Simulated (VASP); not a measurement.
Here is a VASP 6.6.1 calculation.

File INCAR:

```
SYSTEM = GaP
PREC = Accurate ; ENCUT = 500
EDIFF = 1E-6 ; ISMEAR = 0
SIGMA = 0.1 ; LREAL = .False.
LASPH = .True. ; NELM = 120
ALGO = Normal ; ISIF = 2
LWAVE = .False. ; LCHARG = .False.
GGA = PS ; NBANDS = 16
GGA_COMPAT = .False.
```

Contents of KPOINTS:

```
Automatic mesh
0
Gamma
  6 6 6
  0 0 0
```

File POSCAR:

```
GaP
1.0
    0.0000000000      2.7258124900      2.7258124900
    2.7258124900      0.0000000000      2.7258124900
    2.7258124900      2.7258124900      0.0000000000
Ga P
1 1
Direct
    0.0000000000      0.0000000000      0.0000000000
    0.7500000000      0.7500000000      0.7500000000
```

Potentials or basis: VASP PAW PBE potentials, release 64 (Ga_d, P).

Run with:

```bash
$ cat potpaw_PBE.64/Ga_d/POTCAR potpaw_PBE.64/P/POTCAR > POTCAR
$ mpirun -np 1 vasp_std > vasp.out
```

Question: Predict the pressure.

Answer: -0.7 GPa.

Question: Predict the band gap on the k mesh.

Answer: 1.51 eV (least direct gap 1.74 eV).

Caveat: the PAW data sets were made with another functional, which shifts forces and pressure a little. A k mesh can miss the band edges.
